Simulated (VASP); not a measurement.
# Si (P2/m) in VASP: relaxation of cell and atoms with PBE

Aim: the relaxation of cell and atoms of Si with PBE.

Program: VASP 6.6.1. These are calculated values, not measurements. Logs are shortened: lines on timing, memory, paths and dates and some standing lists are left out, and cuts for length are marked.

**1. The cell of the first run**

It takes space group P2/m (No. 10, monoclinic). Conventional cell: a = 2.645 Å, b = 2.496 Å, c = 4.593 Å, α = 90.00°, β = 93.37°, γ = 90.00°. Si (site symmetry m) has 8 Si at 2.50 to 2.80 Å within 3.3 Å.

**2. Relaxation of cell and atoms, PBE**

The input, INCAR:

```
PREC     = Accurate       # precision mode
ENCUT    = 600            # plane-wave cutoff, eV
EDIFF    = 1E-6           # SCF threshold, eV
ISMEAR   = 0              # smearing method
SIGMA    = 0.1            # smearing width, eV
LREAL    = False          # projectors in reciprocal space
LASPH    = True           # aspherical terms in the spheres
NELM     = 80             # most SCF steps
ALGO     = Normal         # electronic algorithm
ISIF     = 3              # what is computed and relaxed
LWAVE    = False          # write WAVECAR
LCHARG   = False          # write CHGCAR
GGA      = PE             # functional
IBRION   = 2              # ionic algorithm
NSW      = 100            # ionic steps
EDIFFG   = -0.01          # ionic threshold
```

The input, KPOINTS:

```
regular mesh
0
Gamma
  20 22 12
```

The input, POSCAR:

```
Si
1.0
    2.6449354542      0.0000000000      0.0000000000
    0.0000000000      2.4955983840      0.0000000000
   -0.2697534574      0.0000000000      4.5850455146
Si
2
Direct
    0.7310398407      0.5000000000      0.2533760115
    0.2689601593      0.5000000000      0.7466239885
```

Potentials or basis: VASP PAW PBE potentials, release 64 (Si).

Run with:

```sh
$ cat potpaw_PBE.64/Si/POTCAR > POTCAR
$ mpirun -np 1 vasp_std > vasp.out
```

OUTCAR:

```text
PREC = Accurate
   ENCUT = 600
   EDIFF = 1E-6
   ISMEAR = 0
   LREAL = False
   LASPH = True
   NELM = 80
   ISIF = 3
   GGA = PE
   IBRION = 2
   NSW = 100
   EDIFFG = -0.01

 ion  position               nearest neighbor table
   1  0.731  0.500  0.253-   2 2.56   2 2.60   2 2.64   2 2.80
   2  0.269  0.500  0.747-   1 2.56   1 2.60   1 2.64   1 2.80

  LATTYP: Found a simple monoclinic cell.
 ALAT       =     2.6449354542
 B/A-ratio  =     0.9435384822
 C/A-ratio  =     1.7365164426
 COS(beta)  =    -0.0587317635

  Lattice vectors:

 A1 = (   2.6449354542,   0.0000000000,   0.0000000000)
 A2 = (   0.0000000000,   2.4955983840,   0.0000000000)
 A3 = (  -0.2697534574,   0.0000000000,   4.5850455146)

Analysis of symmetry for initial positions (statically):
=====================================================================
 Subroutine PRICEL returns:
 Original cell was already a primitive cell.

 Routine SETGRP: Setting up the symmetry group for a
 simple monoclinic supercell.

 Subroutine GETGRP returns: Found  4 space group operations
 (whereof  4 operations were pure point group operations)
 out of a pool of  4 trial point group operations.

The static configuration has the point symmetry C_2h.

Analysis of symmetry for dynamics (positions and initial velocities):
=====================================================================
 Subroutine PRICEL returns:
 Original cell was already a primitive cell.

 Routine SETGRP: Setting up the symmetry group for a
 simple monoclinic supercell.

 Subroutine GETGRP returns: Found  4 space group operations
 (whereof  4 operations were pure point group operations)
 out of a pool of  4 trial point group operations.

The dynamic configuration has the point symmetry C_2h.

 Subroutine INISYM returns: Found  4 space group operations
 (whereof  4 operations are pure point group operations),
 and found     1 'primitive' translations

----------------------------------------------------------------------------------------

                                     Primitive cell

  volume of cell :      30.2645

  direct lattice vectors                    reciprocal lattice vectors
     2.644935454  0.000000000  0.000000000     0.378081060  0.000000000  0.022243765
     0.000000000  2.495598384  0.000000000     0.000000000  0.400705501  0.000000000
    -0.269753457  0.000000000  4.585045515     0.000000000  0.000000000  0.218100343

  length of vectors
     2.644935454  2.495598384  4.592973906     0.378734832  0.400705501  0.218100343

  position of ions in fractional coordinates (direct lattice)
     0.731039841  0.500000000  0.253376012
     0.268960159  0.500000000  0.746623988

  ion indices of the primitive-cell ions
   primitive index   ion index
                 1           1
                 2           2

----------------------------------------------------------------------------------------

 KPOINTS: regular mesh

Automatic generation of k-mesh.
 Grid dimensions read from file:
 generate k-points for:   20   22   12

 Generating k-lattice:

  Cartesian coordinates                     Fractional coordinates (reciprocal lattice)
     0.018904053  0.000000000  0.001112188     0.050000000  0.000000000  0.000000000
     0.000000000  0.018213886  0.000000000     0.000000000  0.045454545  0.000000000
     0.000000000  0.000000000  0.018175029     0.000000000  0.000000000  0.083333333

  Length of vectors
     0.018936742  0.018213886  0.018175029

  Shift w.r.t. Gamma in fractional coordinates (k-lattice)
     0.000000000  0.000000000  0.000000000

 Subroutine IBZKPT returns following result:
 ===========================================

 Found   1464 irreducible k-points:

 Following reciprocal coordinates:
            Coordinates               Weight
  0.000000  0.000000  0.000000      1.000000
  0.050000  0.000000  0.000000      2.000000
  0.100000  0.000000  0.000000      2.000000
  0.150000  0.000000  0.000000      2.000000
  0.200000  0.000000  0.000000      2.000000
  0.250000  0.000000  0.000000      2.000000
[... 16 lines left out ...]
  0.000000  0.090909  0.000000      2.000000
  0.050000  0.090909  0.000000      4.000000
 [... further k-points ...]
   k-points           NKPTS =   1464   k-points in BZ     NKDIM =   1464   number of bands    NBANDS=      8
   number of dos      NEDOS =    301   number of ions     NIONS =      2
   total plane-waves  NPLWV =  19200
   dimension x,y,z NGX =    24 NGY =   20 NGZ =   40
   dimension x,y,z NGXF=    48 NGYF=   40 NGZF=   80
   ions per type =               2
   NGX,Y,Z   is equivalent  to a cutoff of  15.09, 13.32, 14.48 a.u.
   NGXF,Y,Z  is equivalent  to a cutoff of  30.17, 26.65, 28.96 a.u.
 SYSTEM =  unknown system
   PREC   = accura    normal or accurate (medium, high low for compatibility)
   ISTART =      0    job   : 0-new  1-cont  2-samecut
   ICHARG =      2    charge: 1-file 2-atom 10-const
   ISPIN  =      1    spin polarized calculation?
   LNONCOLLINEAR =      F non collinear calculations
   LSORBIT =      F    spin-orbit coupling
   LASPH  =      T    aspherical Exc in radial PAW
   ENCUT  =  600.0 eV  44.10 Ry    6.64 a.u.   5.28  4.98  9.17*2*pi/ulx,y,z
   NELM   =     80;   NELMIN=  2; NELMDL= -5     # of ELM steps
   EDIFF  = 0.1E-05   stopping-criterion for ELM
   LREAL  =      F    real-space projection
   EDIFFG = -.1E-01   stopping-criterion for IOM
   NSW    =    100    number of steps for IOM
   IBRION =      2    ionic relax: 0-MD 1-quasi-New 2-CG
   NFREE  =      1    steps in history (QN), initial steepest desc. (CG)
   ISIF   =      3    stress and relaxation
   ISYM   =      2    0-nonsym 1-usesym 2-fastsym
   POTIM  = 0.5000    time-step for ionic-motion
   TEBEG  =    0.0;   TEEND  =   0.0 temperature during run
   PSTRESS=    0.0 pullay stress
   NELECT =       8.0000    total number of electrons
   NUPDOWN=      -1.0000    fix difference up-down
   EMIN   =  10.00;   EMAX   =-10.00  energy-range for DOS
   EFERMI =   0.00;   METHOD = LEGACY
   ISMEAR =     0;   SIGMA  =   0.10  broadening in eV -4-tet -1-fermi 0-gaus
   EFERMI_NEDOS =   21; number of points for ismear=-14 and -15
   IALGO  =     38    algorithm
   IMIX   =      4    mixing-type and parameters
     AMIX     =   0.40;   BMIX     =  1.00
     AMIX_MAG =   1.60;   BMIX_MAG =  1.00
  volume/ion in A,a.u.               =      15.13       102.12
  Fermi-wavevector in a.u.,A,eV,Ry     =   1.050656  1.985451 15.019159  1.103877
  Thomas-Fermi vector in A             =   2.185667
   LORBIT       =      0    0 simple, 1 ext, 2 COOP (PROOUT), +10 PAW based schemes
   GGA     = PE    functional components
   LHFCALC =     F    Hartree Fock is set to
   AEXX    =    0.0000 exact exchange contribution
   IVDW    =     0    specifies the selected vdW correction
   LEPSILON=     F    determine dielectric tensor
   LRPA    =     F    only Hartree local field effects (RPA)
 conjugate gradient relaxation of ions
 non-spin polarized calculation
 Gauss-broadening in eV      SIGMA  =   0.10
  energy-cutoff  :      600.00
  volume of cell :       30.26
 maximum number of plane-waves:      1028
 NGX is ok and might be reduce to    24
   NGX = 11   NGY =  9   NGZ = 19

--------------------------------------- Ionic step        1  -------------------------------------------

 number of electron       8.0000000 magnetization

 Free energy of the ion-electron system (eV)
  ---------------------------------------------------
  ext. energy  EPLUGINS =         0.00000000
  ---------------------------------------------------
  free energy    TOTEN  =       -10.22098537 eV

  energy without entropy =      -10.21685617  energy(sigma->0) =      -10.21892077

------------------------ aborting loop because EDIFF is reached ----------------------------------------

  FORCE on cell =-STRESS in cart. coord.  units (eV):
  Direction    XX          YY          ZZ          XY          YZ          ZX
  --------------------------------------------------------------------------------------
  -------------------------------------------------------------------------------------
  Total        0.0756241     -0.3296905      0.3182457      0.0000000      0.0000000      0.2250983
  in kB        4.0034790    -17.4535422     16.8476625      0.0000000      0.0000000     11.9165203
  external PRESSURE =       1.1325331 kB  Pullay stress =       0.0000000 kB
[... 89 lines left out ...]
  FREE ENERGIE OF THE ION-ELECTRON SYSTEM (eV)
  ---------------------------------------------------
  free  energy   TOTEN  =       -10.2274655877 eV

  energy  without entropy=      -10.2234476186  energy(sigma->0) =      -10.22545660

[... ionic steps 4 to 13 ...]

--------------------------------------- Ionic step       14  -------------------------------------------

 number of electron       8.0000000 magnetization

------------------------ aborting loop because EDIFF is reached ----------------------------------------

  FORCE on cell =-STRESS in cart. coord.  units (eV):
  Direction    XX          YY          ZZ          XY          YZ          ZX
  --------------------------------------------------------------------------------------
  -------------------------------------------------------------------------------------
  Total        0.0175739     -0.0134928      0.0423616      0.0000000      0.0000000      0.0159759
  in kB        0.9332218     -0.7165039      2.2495207      0.0000000      0.0000000      0.8483657
  external PRESSURE =       0.8220795 kB  Pullay stress =       0.0000000 kB
[... 57 lines left out ...]
  energy  without entropy=      -10.2308165650  energy(sigma->0) =      -10.23273386

--------------------------------------- Ionic step       16  -------------------------------------------

 number of electron       8.0000000 magnetization

 Free energy of the ion-electron system (eV)
  ---------------------------------------------------
  ext. energy  EPLUGINS =         0.00000000
  ---------------------------------------------------
  free energy    TOTEN  =       -10.23469663 eV

  energy without entropy =      -10.23087672  energy(sigma->0) =      -10.23278668

 E-fermi :   9.3087     XC(G=0): -10.9523

 val. band max:        9.3065788295   @ k =   0.0500   0.4091   0.0000
 cond. band min:       9.3093553277   @ k =  -0.4000   0.4091   0.0833
 fundamental gap:      0.0027764982
 Fermi energy:         9.3087309572

 k-point     1 :       0.0000    0.0000    0.0000
  band No.  band energies     occupation
      1      -4.5591      2.00000
      2       1.5928      2.00000
      3       2.6489      2.00000
      4      14.4837      0.00000
      5      15.8977      0.00000
      6      16.8743      0.00000
      7      17.3662      0.00000
      8      19.1102      0.00000
[... 243 lines left out ...]
 k-point    24 :       0.0500    0.0909    0.0000
  band No.  band energies     occupation
      1      -4.3154      2.00000
      2       1.8337      2.00000
      3       2.8743      2.00000
      4      13.3964      0.00000
      5      13.8045      0.00000
      6      16.9470      0.00000
      7      18.6964      0.00000
      8      18.9164      0.00000

 [... further k-points ...]

------------------------ aborting loop because EDIFF is reached ----------------------------------------

  FORCE on cell =-STRESS in cart. coord.  units (eV):
  Direction    XX          YY          ZZ          XY          YZ          ZX
  --------------------------------------------------------------------------------------
  -------------------------------------------------------------------------------------
  Total       -0.0003182     -0.0083154      0.0099855      0.0000000      0.0000000      0.0094315
  in kB       -0.0168800     -0.4411850      0.5297906      0.0000000      0.0000000      0.5003996
  external PRESSURE =       0.0239085 kB  Pullay stress =       0.0000000 kB
[... 17 lines left out ...]
  FREE ENERGIE OF THE ION-ELECTRON SYSTEM (eV)
  ---------------------------------------------------
  free  energy   TOTEN  =       -10.2346966329 eV

  energy  without entropy=      -10.2308767216  energy(sigma->0) =      -10.23278668

 reached required accuracy - stopping structural energy minimisation
```

Wall time 11 min (1 thread of Intel Xeon 6975P-C (Granite Rapids), shared host); peak memory 0.45 GiB.

What came out:

```
Free energy                           : -10.2347 eV
Relaxed volume                        : 15.10 Å³/atom
Relaxed cell                          : a = 2.638 Å, b = 2.477 Å, c = 4.621 Å, α = 90.00°, β = 90.11°, γ = 90.00°
Space group after relaxing (to 0.1 Å) : P6/mmm (No. 191)
Energy gained by relaxing             : 6.9 meV/atom
Ionic steps                           : 16
Pressure after relaxing               : 0.0 GPa
Largest force after relaxing          : 0.005 eV/Å
Band gap on the k mesh                : zero (bands 4 and 5 overlap by 7.43 eV)
```

Forces in eV/Å, atoms in the order of the input:
```
Si   0.003  0.000 -0.004
Si  -0.003  0.000  0.004
```

The path:
```
step  energy change (eV)  largest force (eV/Å)  pressure (GPa)  volume (Å³)
   1              0.0000                0.0902            0.11        30.26
   2             -0.0056                0.0663           -0.06        30.31
   3             -0.0065                0.0562           -0.10        30.33
   4             -0.0089                0.0482           -0.10        30.30
   5             -0.0114                0.0423            0.13        30.20
   6             -0.0117                0.0382            0.04        30.23
   7             -0.0117                0.0384            0.05        30.23
   8             -0.0124                0.0354           -0.08        30.25
   9             -0.0126                0.0330           -0.20        30.27
  10             -0.0128                0.0288            0.30        30.13
  11             -0.0128                0.0298            0.19        30.16
  12             -0.0132                0.0228            0.06        30.20
  13             -0.0135                0.0144           -0.17        30.26
  14             -0.0137                0.0104            0.08        30.17
  15             -0.0137                0.0110            0.04        30.19
  16             -0.0137                0.0049            0.00        30.20
```

Final structure:
```cif
data_structure
_symmetry_space_group_name_H-M 'P 1'
_symmetry_Int_Tables_number 1
_cell_length_a 2.6376
_cell_length_b 2.4773
_cell_length_c 4.6214
_cell_angle_alpha 90.000
_cell_angle_beta 90.107
_cell_angle_gamma 90.000
_cell_volume 30.20
loop_
_atom_site_label
_atom_site_type_symbol
_atom_site_fract_x
_atom_site_fract_y
_atom_site_fract_z
_atom_site_occupancy
Si1 Si 0.74881 0.50000 0.25010 1
Si2 Si 0.25119 0.50000 0.74990 1
```
